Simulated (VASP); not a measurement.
# CdSe (F-43m) in VASP: notebook, part 3 of 3

VASP 6.6.1. The steps go on from the part before.

## Step 5: Relaxation of the atoms, LDA (strained cell)

INCAR reads:

```
  PREC = Accurate
  ENCUT = 450
  EDIFF = 1E-7
  ISMEAR = 0
  SIGMA = 0.02
  LREAL = False
  LASPH = True
  NELM = 120
  ALGO = Normal
  ISIF = 2
  LWAVE = False
  LCHARG = False
  IBRION = 2
  NSW = 60
  EDIFFG = -0.002
  GGA_COMPAT = False
  NELMIN = 4
```

KPOINTS reads:

```
regular mesh
0
Gamma
  10 10 10
```

POSCAR reads:

```
CdSe
1.0
    0.0000000000      2.9740320361      2.9740320361
    2.9740320361      0.0000000000      2.9740320361
    2.9740320361      2.9740320361      0.0000000000
Cd Se
1 1
Direct
    0.0000000000      0.0000000000      0.0000000000
    0.2500000000      0.2500000000      0.2500000000
```

Potentials or basis: VASP PAW LDA potentials, release 64 (Cd, Se).

Launch:

```sh
> cat potpaw_LDA.64/Cd/POTCAR potpaw_LDA.64/Se/POTCAR > POTCAR
> mpirun -np 1 vasp_std > vasp.out
```

OUTCAR:

```text
PREC = Accurate
   ENCUT = 450
   EDIFF = 1E-7
   ISMEAR = 0
   LREAL = False
   LASPH = True
   NELM = 120
   ISIF = 2
   IBRION = 2
   NSW = 60
   EDIFFG = -0.002
   NELMIN = 4

 ion  position               nearest neighbor table
   1  0.000  0.000  0.000-   2 2.58   2 2.58   2 2.58   2 2.58
   2  0.250  0.250  0.250-   1 2.58   1 2.58   1 2.58   1 2.58

  LATTYP: Found a face centered cubic cell.
 ALAT       =     5.9480640722

  Lattice vectors:

 A1 = (   0.0000000000,   2.9740320361,   2.9740320361)
 A2 = (   2.9740320361,   0.0000000000,   2.9740320361)
 A3 = (   2.9740320361,   2.9740320361,   0.0000000000)

Analysis of symmetry for initial positions (statically):
=====================================================================
 Subroutine PRICEL returns:
 Original cell was already a primitive cell.

 Routine SETGRP: Setting up the symmetry group for a
 face centered cubic supercell.

 Subroutine GETGRP returns: Found 24 space group operations
 (whereof 24 operations were pure point group operations)
 out of a pool of 48 trial point group operations.

The static configuration has the point symmetry T_d .

Analysis of symmetry for dynamics (positions and initial velocities):
=====================================================================
 Subroutine PRICEL returns:
 Original cell was already a primitive cell.

 Routine SETGRP: Setting up the symmetry group for a
 face centered cubic supercell.

 Subroutine GETGRP returns: Found 24 space group operations
 (whereof 24 operations were pure point group operations)
 out of a pool of 48 trial point group operations.

The dynamic configuration has the point symmetry T_d .

 Subroutine INISYM returns: Found 24 space group operations
 (whereof 24 operations are pure point group operations),
 and found     1 'primitive' translations

----------------------------------------------------------------------------------------

                                     Primitive cell

  volume of cell :      52.6098

  direct lattice vectors                    reciprocal lattice vectors
     0.000000000  2.974032036  2.974032036    -0.168121928  0.168121928  0.168121928
     2.974032036  0.000000000  2.974032036     0.168121928 -0.168121928  0.168121928
     2.974032036  2.974032036  0.000000000     0.168121928  0.168121928 -0.168121928

  length of vectors
     4.205916440  4.205916440  4.205916440     0.291195721  0.291195721  0.291195721

  position of ions in fractional coordinates (direct lattice)
     0.000000000  0.000000000  0.000000000
     0.250000000  0.250000000  0.250000000

  ion indices of the primitive-cell ions
   primitive index   ion index
                 1           1
                 2           2

----------------------------------------------------------------------------------------

 KPOINTS: regular mesh

Automatic generation of k-mesh.
 Grid dimensions read from file:
 generate k-points for:   10   10   10

 Generating k-lattice:

  Cartesian coordinates                     Fractional coordinates (reciprocal lattice)
    -0.016812193  0.016812193  0.016812193     0.100000000  0.000000000  0.000000000
[... 42 lines left out ...]
   number of dos      NEDOS =    301   number of ions     NIONS =      2
   total plane-waves  NPLWV =  27000
   dimension x,y,z NGX =    30 NGY =   30 NGZ =   30
   dimension x,y,z NGXF=    60 NGYF=   60 NGZF=   60
   ions per type =               1   1
   NGX,Y,Z   is equivalent  to a cutoff of  11.86, 11.86, 11.86 a.u.
   NGXF,Y,Z  is equivalent  to a cutoff of  23.72, 23.72, 23.72 a.u.
 SYSTEM =  unknown system
   PREC   = accura    normal or accurate (medium, high low for compatibility)
   ISTART =      0    job   : 0-new  1-cont  2-samecut
   ICHARG =      2    charge: 1-file 2-atom 10-const
   ISPIN  =      1    spin polarized calculation?
   LNONCOLLINEAR =      F non collinear calculations
   LSORBIT =      F    spin-orbit coupling
   LASPH  =      T    aspherical Exc in radial PAW
   ENCUT  =  450.0 eV  33.07 Ry    5.75 a.u.   7.27  7.27  7.27*2*pi/ulx,y,z
   NELM   =    120;   NELMIN=  4; NELMDL= -5     # of ELM steps
   EDIFF  = 0.1E-06   stopping-criterion for ELM
   LREAL  =      F    real-space projection
   EDIFFG = -.2E-02   stopping-criterion for IOM
   NSW    =     60    number of steps for IOM
   IBRION =      2    ionic relax: 0-MD 1-quasi-New 2-CG
   NFREE  =      1    steps in history (QN), initial steepest desc. (CG)
   ISIF   =      2    stress and relaxation
   ISYM   =      2    0-nonsym 1-usesym 2-fastsym
   POTIM  = 0.5000    time-step for ionic-motion
   TEBEG  =    0.0;   TEEND  =   0.0 temperature during run
   PSTRESS=    0.0 pullay stress
   NELECT =      18.0000    total number of electrons
   NUPDOWN=      -1.0000    fix difference up-down
   EMIN   =  10.00;   EMAX   =-10.00  energy-range for DOS
   EFERMI =   0.00;   METHOD = LEGACY
   ISMEAR =     0;   SIGMA  =   0.02  broadening in eV -4-tet -1-fermi 0-gaus
   EFERMI_NEDOS =   21; number of points for ismear=-14 and -15
   IALGO  =     38    algorithm
   IMIX   =      4    mixing-type and parameters
     AMIX     =   0.40;   BMIX     =  1.00
     AMIX_MAG =   1.60;   BMIX_MAG =  1.00
  volume/ion in A,a.u.               =      26.30       177.51
  Fermi-wavevector in a.u.,A,eV,Ry     =   1.145012  2.163759 17.837951  1.311052
  Thomas-Fermi vector in A             =   2.281702
   LORBIT       =      0    0 simple, 1 ext, 2 COOP (PROOUT), +10 PAW based schemes
   GGA     = CA    functional components
   LHFCALC =     F    Hartree Fock is set to
   AEXX    =    0.0000 exact exchange contribution
   IVDW    =     0    specifies the selected vdW correction
   LEPSILON=     F    determine dielectric tensor
   LRPA    =     F    only Hartree local field effects (RPA)
 conjugate gradient relaxation of ions
 non-spin polarized calculation
 Gauss-broadening in eV      SIGMA  =   0.02
  energy-cutoff  :      450.00
  volume of cell :       52.61
 maximum number of plane-waves:      1159
 NGX is ok and might be reduce to    30
   NGX = 15   NGY = 15   NGZ = 15

 number of electron      17.9999993 magnetization

 Free energy of the ion-electron system (eV)
  ---------------------------------------------------
  ext. energy  EPLUGINS =         0.00000000
  ---------------------------------------------------
  free energy    TOTEN  =        -6.74725342 eV

  energy without entropy =       -6.74725342  energy(sigma->0) =       -6.74725342

 E-fermi :   1.5425     XC(G=0):  -9.5897

 val. band max:        1.3855066230   @ k =   0.0000   0.0000   0.0000
 cond. band min:       1.8848393358   @ k =   0.0000   0.0000   0.0000
 fundamental gap:      0.4993327128
 Fermi energy:         1.5425252334

 k-point     1 :       0.0000    0.0000    0.0000
  band No.  band energies     occupation
      1     -11.6645      2.00000
      2      -6.8268      2.00000
      3      -6.8268      2.00000
      4      -6.8268      2.00000
      5      -6.3698      2.00000
      6      -6.3698      2.00000
      7       1.3855      2.00000
      8       1.3855      2.00000
      9       1.3855      2.00000
     10       1.8848      0.00000
     11       7.1748      0.00000
     12       7.1748      0.00000
     13       7.1748      0.00000
[... 354 lines left out ...]
  band No.  band energies     occupation
      1     -11.1957      2.00000
      2      -6.6353      2.00000
      3      -6.5896      2.00000
      4      -6.5472      2.00000
      5      -6.3151      2.00000
      6      -6.1969      2.00000
      7      -2.4337      2.00000
      8      -0.5147      2.00000
      9      -0.3265      2.00000
     10       4.7334      0.00000
     11       5.4207      0.00000
     12       8.9145      0.00000
     13      10.0648      0.00000

 [... further k-points ...]

------------------------ aborting loop because EDIFF is reached ----------------------------------------

  FORCE on cell =-STRESS in cart. coord.  units (eV):
  Direction    XX          YY          ZZ          XY          YZ          ZX
  --------------------------------------------------------------------------------------
  -------------------------------------------------------------------------------------
  Total        0.7509766      0.7509766      0.7509766      0.0000000     -0.0000000     -0.0000000
  in kB       22.8702057     22.8702057     22.8702057      0.0000000     -0.0000000     -0.0000000
  external PRESSURE =      22.8702057 kB  Pullay stress =       0.0000000 kB

 VOLUME and BASIS-vectors are now :
 -----------------------------------------------------------------------------
  energy-cutoff  :      450.00
  volume of cell :       52.61
      direct lattice vectors                 reciprocal lattice vectors
     0.000000000  2.974032036  2.974032036    -0.168121928  0.168121928  0.168121928
     2.974032036  0.000000000  2.974032036     0.168121928 -0.168121928  0.168121928
     2.974032036  2.974032036  0.000000000     0.168121928  0.168121928 -0.168121928

 POSITION                                       TOTAL-FORCE (eV/Angst)
 -----------------------------------------------------------------------------------
      0.00000      0.00000      0.00000         0.000000      0.000000      0.000000
      1.48702      1.48702      1.48702        -0.000000     -0.000000     -0.000000
 -----------------------------------------------------------------------------------
    total drift:                               -0.000000     -0.000000     -0.000000

  FREE ENERGIE OF THE ION-ELECTRON SYSTEM (eV)
  ---------------------------------------------------
  free  energy   TOTEN  =        -6.7472534190 eV

  energy  without entropy=       -6.7472534190  energy(sigma->0) =       -6.74725342

 reached required accuracy - stopping structural energy minimisation
```

CONTCAR:

```text
CdSe
   1.00000000000000
     0.0000000000000000    2.9740320361000001    2.9740320361000001
     2.9740320361000001    0.0000000000000000    2.9740320361000001
     2.9740320361000001    2.9740320361000001    0.0000000000000000
  Cd              Se
     1     1
Direct
     0.0000000000000000    0.0000000000000000    0.0000000000000000
     0.2500000000000000    0.2500000000000000    0.2500000000000000

  0.00000000E+00  0.00000000E+00  0.00000000E+00
  0.00000000E+00  0.00000000E+00  0.00000000E+00
```

Run time: 44 s. Hardware: 1 thread of Intel Xeon 8259CL, shared host; peak memory 0.13 GiB.

What came out:

```yaml
Free_energy: -6.7473 eV
Pressure_after_relaxing: 2.3 GPa
Band_gap_on_the_k_mesh: 0.50 eV
```

Final structure:
```yaml
crystal:
  lattice:
    - [0.00000, 2.97403, 2.97403]
    - [2.97403, 0.00000, 2.97403]
    - [2.97403, 2.97403, 0.00000]
  atoms:
    - { symbol: Cd, position: [0.00000, 0.00000, 0.00000] }
    - { symbol: Se, position: [0.25000, 0.25000, 0.25000] }
```

Caveat: the cell differs from its parent crystal (strained cell); the relaxation stopped at its first step, so nothing moved; semilocal functionals underestimate gaps, and a narrow one can read as zero.

## Step 6: Overview

| task | cell | cutoff (eV) | smearing | gap on the mesh (eV) | pressure (GPa) |
| --- | --- | --- | --- | --- | --- |
| single point | as given | 500 | gaussian 0.02 eV | 0.50 | 2.4 |
| single point | as given | 500 | gaussian 0.01 eV | 0.50 | 2.4 |
| relaxation of the atoms | atoms relaxed | 450 | gaussian 0.02 eV | 0.50 | 2.3 |

Alike in all rows: level LDA; potentials or basis VASP PAW LDA potentials, release 64 (Cd, Se); no spin polarisation; k mesh 10 × 10 × 10.

Caveats: semilocal functionals underestimate gaps, and a narrow one can read as zero; the relaxation stopped at its first step, so nothing moved (at least some runs).

Total energies depend on the potentials used, so only differences within one code and one set of settings carry meaning.
